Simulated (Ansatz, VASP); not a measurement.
Two plane-wave programs on Zr

```
CELL_PARAMETERS angstrom
-1.82043 2.21551 1.62257
2.21551 -1.82043 1.62257
3.67259 3.67259 -0.89900
ATOMIC_POSITIONS crystal
Zr 0.04152 0.95848 0.00000
Zr 0.70848 0.29152 0.50000
```

Alike in both runs: task single point; functional revPBE; k mesh 13 × 13 × 7; occupations fermi-dirac, width 0.1 eV; no spin polarisation.

```csv
,VASP,Ansatz
version,VASP 6.6.1,Ansatz 0.2.0
potentials or method,"VASP PAW PBE potentials, release 64 (Zr_sv), cutoff 520 eV","plane waves (420 eV) with PAW, scalar-relativistic"
valence electrons in the cell,24,24
```

```tsv
	VASP	Ansatz	Ansatz less VASP
pressure (GPa)	-3.3	-3.3	+0.01
traceless stress, the component that is largest in VASP (GPa)	0.05	0.05	-0.002
```

VASP's potentials were made for PBE, not for revPBE.
